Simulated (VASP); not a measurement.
# C (P6_3/mmc) in VASP: further runs, part 2 of 2

VASP 6.6.1. Earlier steps stand in the parts before.

**4. Single point, LDA (mode 21 frozen in at -0.048 Å, strain +e along z and -e/2 along x and y +0.0700)**

The COD entry that gives the cell may itself be a prediction, so a difference from it is no test against experiment.

INCAR reads:

```
SYSTEM = C
PREC     = Accurate       ! precision mode
ENCUT    = 520            ! plane-wave cutoff, eV
EDIFF    = 1E-6           ! SCF threshold, eV
ISMEAR   = 0              ! smearing method
SIGMA    = 0.05           ! smearing width, eV
LREAL    = .FALSE.        ! projectors in reciprocal space
LASPH    = .TRUE.         ! aspherical terms in the spheres
NELM     = 100            ! most SCF steps
ALGO     = Normal         ! electronic algorithm
ISIF     = 2              ! what is computed and relaxed
LWAVE    = .FALSE.        ! write WAVECAR
LCHARG   = .FALSE.        ! write CHGCAR
NBANDS   = 26             ! bands
```

KPOINTS reads:

```
Automatic mesh
0
G
  12 12 4
  0 0 0
```

POSCAR reads:

```
C
1.0
    2.4024880687      0.0000000000      0.0000000000
   -1.2012440343      2.0806156998      0.0000000000
    0.0000000000      0.0000000000      8.7892647126
C
8
Direct
    0.0000000000      0.0000000000      0.0870930396
    0.0000000000      0.0000000000      0.5870930396
    0.0000000000      0.0000000000      0.4129069604
    0.0000000000      0.0000000000      0.9129069604
    0.3333333333      0.6666666667      0.1600876728
    0.6666666667      0.3333333333      0.6600876728
    0.3333333333      0.6666666667      0.3399123272
    0.6666666667      0.3333333333      0.8399123272
```

Potentials or basis: VASP PAW LDA potentials, release 64 (C).

Started as:

```bash
$ cat potpaw_LDA.64/C/POTCAR > POTCAR
$ mpirun -np 1 vasp_std > vasp.out
```

OUTCAR:

```text
SYSTEM = C
   PREC = Accurate
   ENCUT = 520
   EDIFF = 1E-6
   ISMEAR = 0
   LREAL = .FALSE.
   LASPH = .TRUE.
   NELM = 100
   ISIF = 2

 ion  position               nearest neighbor table
   1  0.000  0.000  0.087-   5 1.53   5 1.53   5 1.53   4 1.53
   2  0.000  0.000  0.587-   6 1.53   6 1.53   6 1.53   3 1.53
   3  0.000  0.000  0.413-   7 1.53   7 1.53   7 1.53   2 1.53
   4  0.000  0.000  0.913-   8 1.53   8 1.53   8 1.53   1 1.53
   5  0.333  0.667  0.160-   1 1.53   1 1.53   1 1.53   7 1.58
   6  0.667  0.333  0.660-   2 1.53   2 1.53   2 1.53   8 1.58
   7  0.333  0.667  0.340-   3 1.53   3 1.53   3 1.53   5 1.58
   8  0.667  0.333  0.840-   4 1.53   4 1.53   4 1.53   6 1.58

  LATTYP: Found a hexagonal cell.
 ALAT       =     2.4024880687
 C/A-ratio  =     3.6584009832

  Lattice vectors:

 A1 = (   2.4024880687,   0.0000000000,   0.0000000000)
 A2 = (  -1.2012440343,   2.0806156998,   0.0000000000)
 A3 = (   0.0000000000,   0.0000000000,   8.7892647126)

Analysis of symmetry for initial positions (statically):
=====================================================================
 Subroutine PRICEL returns:
 Original cell was already a primitive cell.

 Routine SETGRP: Setting up the symmetry group for a
 hexagonal supercell.

 Subroutine GETGRP returns: Found 24 space group operations
 (whereof 12 operations were pure point group operations)
 out of a pool of 24 trial point group operations.

The static configuration has the point symmetry D_3d.
 The point group associated with its full space group is D_6h.

Analysis of symmetry for dynamics (positions and initial velocities):
=====================================================================
 Subroutine PRICEL returns:
 Original cell was already a primitive cell.

 Routine SETGRP: Setting up the symmetry group for a
 hexagonal supercell.

[... 135 lines left out ...]
   IMIX   =      4    mixing-type and parameters
     AMIX     =   0.40;   BMIX     =  1.00
     AMIX_MAG =   1.60;   BMIX_MAG =  1.00
  volume/ion in A,a.u.               =       5.49        37.06
  Fermi-wavevector in a.u.,A,eV,Ry     =   1.472955  2.783482 29.519169  2.169598
  Thomas-Fermi vector in A             =   2.587907
   LORBIT       =      0    0 simple, 1 ext, 2 COOP (PROOUT), +10 PAW based schemes
   GGA     = CA    functional components
   LHFCALC =     F    Hartree Fock is set to
   AEXX    =    0.0000 exact exchange contribution
   IVDW    =     0    specifies the selected vdW correction
   LEPSILON=     F    determine dielectric tensor
   LRPA    =     F    only Hartree local field effects (RPA)
 non-spin polarized calculation
 Gauss-broadening in eV      SIGMA  =   0.05
  energy-cutoff  :      520.00
  volume of cell :       43.93
 maximum number of plane-waves:      1215
 NGX is ok and might be reduce to    18

 number of electron      32.0000004 magnetization

 Free energy of the ion-electron system (eV)
  ---------------------------------------------------
  ext. energy  EPLUGINS =         0.00000000
  ---------------------------------------------------
  free energy    TOTEN  =       -79.11170591 eV

  energy without entropy =      -79.11170591  energy(sigma->0) =      -79.11170591

 E-fermi :  11.6413     XC(G=0): -13.6732

 val. band max:       11.3379938382   @ k =   0.0000   0.0000   0.0000
 cond. band min:      13.9261612930   @ k =   0.3333   0.3333   0.5000
 fundamental gap:      2.5881674548
 Fermi energy:        11.6412757326

 k-point     1 :       0.0000    0.0000    0.0000
  band No.  band energies     occupation
      1     -11.5460      2.00000
      2     -10.1813      2.00000
      3      -9.9416      2.00000
      4      -6.7460      2.00000
      5      -4.0223      2.00000
      6       1.7165      2.00000
[... 685 lines left out ...]
     25      20.4471      0.00000
     26      21.4707      0.00000

 [... further k-points ...]
[... 5 lines left out ...]
  --------------------------------------------------------------------------------------
  -------------------------------------------------------------------------------------
  Total       13.1165294     13.1165294    -23.3870284      0.0000000      0.0000000      0.0000000
  in kB      478.3258626    478.3258626   -852.8643674      0.0000000      0.0000000      0.0000000
  external PRESSURE =      34.5957859 kB  Pullay stress =       0.0000000 kB

 VOLUME and BASIS-vectors are now :
 -----------------------------------------------------------------------------
  energy-cutoff  :      520.00
  volume of cell :       43.93
      direct lattice vectors                 reciprocal lattice vectors
     2.402488069  0.000000000  0.000000000     0.416235158  0.240313480  0.000000000
    -1.201244034  2.080615700  0.000000000     0.000000000  0.480626961  0.000000000
     0.000000000  0.000000000  8.789264713     0.000000000  0.000000000  0.113775160

 POSITION                                       TOTAL-FORCE (eV/Angst)
 -----------------------------------------------------------------------------------
      0.00000      0.00000      0.76548        -0.000000     -0.000000      3.573710
      0.00000      0.00000      5.16012        -0.000000     -0.000000      3.573710
      0.00000      0.00000      3.62915        -0.000000      0.000000     -3.573710
      0.00000      0.00000      8.02378         0.000000      0.000000     -3.573710
     -0.00000      1.38708      1.40705        -0.000000      0.000000     -2.814222
      1.20124      0.69354      5.80169         0.000000      0.000000     -2.814222
     -0.00000      1.38708      2.98758         0.000000      0.000000      2.814222
      1.20124      0.69354      7.38221         0.000000     -0.000000      2.814222
 -----------------------------------------------------------------------------------
    total drift:                                0.000000      0.000000      0.000000

  FREE ENERGIE OF THE ION-ELECTRON SYSTEM (eV)
  ---------------------------------------------------
  free  energy   TOTEN  =       -79.1117059141 eV

  energy  without entropy=      -79.1117059141  energy(sigma->0) =      -79.11170591
```

Wall time 30 s (1 thread of AMD EPYC 9R45 (Zen 5), shared host); peak memory 0.13 GiB.

Results:

```
Free energy            : -79.1117 eV
Pressure               : 3.5 GPa
Largest force          : 3.574 eV/Å
Band gap on the k mesh : 2.59 eV, indirect (least direct gap 3.23 eV)
```

Forces on the atoms (eV/Å):
```
C    0.000  0.000  3.574
C    0.000  0.000  3.574
C    0.000  0.000 -3.574
C    0.000  0.000 -3.574
C    0.000  0.000 -2.814
C    0.000  0.000 -2.814
C    0.000  0.000  2.814
C    0.000  0.000  2.814
```

Stress tensor (GPa, compression positive):
```
 47.83   0.00   0.00
  0.00  47.83   0.00
  0.00   0.00 -85.29
```

Levels at points of the mesh, in eV from the valence-band top:
| k point | band 12 | band 13 | band 14 | band 15 | band 16 | band 17 | band 18 | band 19 | band 20 | band 21 |
| --- | --- | --- | --- | --- | --- | --- | --- | --- | --- | --- |
| (0.00, 0.00, 0.00) | -1.64 | -1.57 | -1.57 | 0.00 | 0.00 | 3.23 | 4.91 | 4.91 | 6.96 | 6.96 |
| (0.50, 0.00, 0.00) | -6.43 | -5.69 | -5.31 | -5.12 | -3.47 | 2.99 | 4.18 | 5.21 | 6.25 | 6.37 |
| (0.00, 0.00, 0.50) | -2.36 | -0.59 | -0.59 | -0.59 | -0.59 | 5.40 | 5.40 | 5.67 | 5.67 | 5.67 |
| (0.50, 0.00, 0.50) | -6.63 | -6.11 | -6.11 | -4.07 | -4.07 | 4.16 | 4.16 | 5.43 | 5.43 | 7.01 |

Caveat: the cell differs from its parent crystal (mode 21 frozen in at -0.048 Å, strain +e along z and -e/2 along x and y +0.0700); forces of over 1 eV/Å act on the atoms, so gaps and moduli don't describe the material at rest. A k mesh can miss the band edges.

**5. Single point, LDA (mode 21 frozen in at -0.024 Å, strain +e along z and -e/2 along x and y -0.0700)**

INCAR reads:

```
PREC     = Accurate       # precision mode
ENCUT    = 520            # plane-wave cutoff, eV
EDIFF    = 1E-7           # SCF threshold, eV
ISMEAR   = 0              # smearing method
SIGMA    = 0.05           # smearing width, eV
LREAL    = F              # projectors in reciprocal space
LASPH    = T              # aspherical terms in the spheres
NELM     = 100            # most SCF steps
ALGO     = Normal         # electronic algorithm
ISIF     = 2              # what is computed and relaxed
LWAVE    = F              # write WAVECAR
LCHARG   = F              # write CHGCAR
NBANDS   = 26             # bands
```

KPOINTS reads:

```
regular mesh
0
Gamma
  12 12 4
```

POSCAR reads:

```
C
1.0
    2.5767618147      0.0000000000      0.0000000000
   -1.2883809073      2.2315411910      0.0000000000
    0.0000000000      0.0000000000      7.6392674604
C
8
Direct
    0.0000000000      0.0000000000      0.0900147857
    0.0000000000      0.0000000000      0.5900147857
    0.0000000000      0.0000000000      0.4099852143
    0.0000000000      0.0000000000      0.9099852143
    0.3333333333      0.6666666667      0.1578160184
    0.6666666667      0.3333333333      0.6578160184
    0.3333333333      0.6666666667      0.3421839816
    0.6666666667      0.3333333333      0.8421839816
```

Started as:

```bash
$ cat potpaw_LDA.64/C/POTCAR > POTCAR
$ mpirun -np 1 vasp_std > vasp.out
```

Run time: 33 s. Hardware: 1 thread of AMD EPYC 9R45 (Zen 5), shared host; peak memory 0.13 GiB.

It converged, with:

* Free energy: -79.1101 eV
* Pressure: 16.2 GPa
* Largest force: 3.646 eV/Å
* Band gap on the k mesh: 2.77 eV, indirect (least direct gap 3.28 eV)

Forces in eV/Å, atoms in the order of the input:
```
C    0.000  0.000  3.646
C    0.000  0.000  3.646
C    0.000  0.000 -3.646
C    0.000  0.000 -3.646
C    0.000  0.000 -3.199
C    0.000  0.000 -3.199
C    0.000  0.000  3.199
C    0.000  0.000  3.199
```

Stress tensor (GPa, compression positive):
```
-39.78   0.00   0.00
  0.00 -39.78   0.00
  0.00   0.00 128.02
```

Levels at points of the mesh, in eV from the valence-band top:
```
           k point  band 14  band 15  band 16  band 17  band 18  band 19
(0.00, 0.00, 0.00)    -1.73     0.00     0.00     3.28     3.28     5.91
(0.50, 0.00, 0.00)    -4.94    -4.36    -2.59     2.77     4.39     4.93
(0.00, 0.00, 0.50)    -1.27    -1.27    -1.27     4.68     4.68     4.68
(0.50, 0.00, 0.50)    -5.55    -3.84    -3.84     3.25     3.25     6.74
```

Caveat: the cell differs from its parent crystal (mode 21 frozen in at -0.024 Å, strain +e along z and -e/2 along x and y -0.0700); forces of over 1 eV/Å act on the atoms, so gaps and moduli don't describe the material at rest. A k mesh can miss the band edges.

**6. Single point, LDA (mode 21 frozen in at -0.012 Å, strain +e along z and -e/2 along x and y +0.0467)**

INCAR reads:

```
ALGO     = Normal         # electronic algorithm
EDIFF    = 1E-7           # SCF threshold, eV
ENCUT    = 520            # plane-wave cutoff, eV
GGA      = CA             # functional
ISIF     = 2              # what is computed and relaxed
ISMEAR   = 0              # smearing method
LASPH    = True           # aspherical terms in the spheres
LCHARG   = True           # write CHGCAR
LELF     = True           # ELF
LREAL    = False          # projectors in reciprocal space
LVHAR    = True         
LWAVE    = False          # write WAVECAR
NBANDS   = 26             # bands
NELM     = 80             # most SCF steps
PREC     = Accurate       # precision mode
SIGMA    = 0.05           # smearing width, eV
```

KPOINTS reads:

```
k-points
0
Gamma
  12 12 4
```

POSCAR reads:

```
C
1.0
    2.4314921993      0.0000000000      0.0000000000
   -1.2157460996      2.1057340137      0.0000000000
    0.0000000000      0.0000000000      8.5978723127
C
8
Direct
    0.0000000000      0.0000000000      0.0914756587
    0.0000000000      0.0000000000      0.5914756587
    0.0000000000      0.0000000000      0.4085243413
    0.0000000000      0.0000000000      0.9085243413
    0.3333333333      0.6666666667      0.1566801912
    0.6666666667      0.3333333333      0.6566801912
    0.3333333333      0.6666666667      0.3433198088
    0.6666666667      0.3333333333      0.8433198088
```

Potentials or basis: VASP PAW LDA potentials, release 64 (C).

Started as:

```bash
$ cat potpaw_LDA.64/C/POTCAR > POTCAR
$ mpirun -np 1 vasp_std > vasp.out
```

Run time: 30 s. Hardware: 1 thread of AMD EPYC 9R45 (Zen 5), shared host; peak memory 0.13 GiB.

Results (log left out):

```yaml
Free_energy: -80.3267 eV
Pressure: 3.8 GPa
Largest_force: 0.826 eV/Å
Band_gap_on_the_k_mesh: 3.79 eV, direct
```

Forces on the atoms (eV/Å):
```
C    0.000  0.000  0.826
C    0.000  0.000  0.826
C    0.000  0.000 -0.826
C    0.000  0.000 -0.826
C    0.000  0.000 -0.603
C    0.000  0.000 -0.603
C    0.000  0.000  0.603
C    0.000  0.000  0.603
```

Stress tensor (GPa, compression positive):
```
 32.57   0.00   0.00
  0.00  32.57   0.00
  0.00   0.00 -53.76
```

Levels at points of the mesh, in eV from the valence-band top:
| k point | band 13 | band 14 | band 15 | band 16 | band 17 | band 18 | band 19 | band 20 |
| --- | --- | --- | --- | --- | --- | --- | --- | --- |
| (0.00, 0.00, 0.00) | -1.47 | -1.06 | 0.00 | 0.00 | 3.79 | 5.72 | 5.72 | 7.43 |
| (0.50, 0.00, 0.00) | -5.07 | -4.95 | -4.34 | -3.32 | 4.39 | 5.41 | 5.43 | 6.41 |
| (0.00, 0.00, 0.50) | -0.53 | -0.53 | -0.53 | -0.53 | 6.07 | 6.07 | 6.39 | 6.39 |
| (0.50, 0.00, 0.50) | -5.31 | -5.31 | -3.89 | -3.89 | 5.64 | 5.64 | 5.78 | 5.78 |

Caveat: the cell differs from its parent crystal (mode 21 frozen in at -0.012 Å, strain +e along z and -e/2 along x and y +0.0467).

**7. Summary**

| cell | gap on the mesh (eV) | pressure (GPa) | largest force (eV/Å) |
| --- | --- | --- | --- |
| a = 2.490, b = 2.490, c = 8.214 Å, angles 90.0, 90.0, 120.0°, 8 atoms | 3.40 | 4.1 | 4.33 |
| a = 2.431, b = 2.431, c = 8.598 Å, angles 90.0, 90.0, 120.0°, 8 atoms | 3.79 | 3.8 | 0.83 |
| a = 2.402, b = 2.402, c = 8.789 Å, angles 90.0, 90.0, 120.0°, 8 atoms | 2.59 | 3.5 | 3.57 |
| a = 2.577, b = 2.577, c = 7.639 Å, angles 90.0, 90.0, 120.0°, 8 atoms | 2.77 | 16.2 | 3.65 |

Some of these runs hold the atoms at other places in the same cell, which the table doesn't show; runs alike in all that it shows share one row.

Alike in all rows: task single point; level LDA; potentials or basis VASP PAW LDA potentials, release 64 (C); no spin polarisation; k mesh 12 × 12 × 4; cutoff (eV) 520; smearing gaussian 0.05 eV.

Caveats: forces of over 1 eV/Å act on the atoms, so gaps and moduli don't describe the material at rest (some runs).

Absolute energies hang on the potentials; compare differences alone.
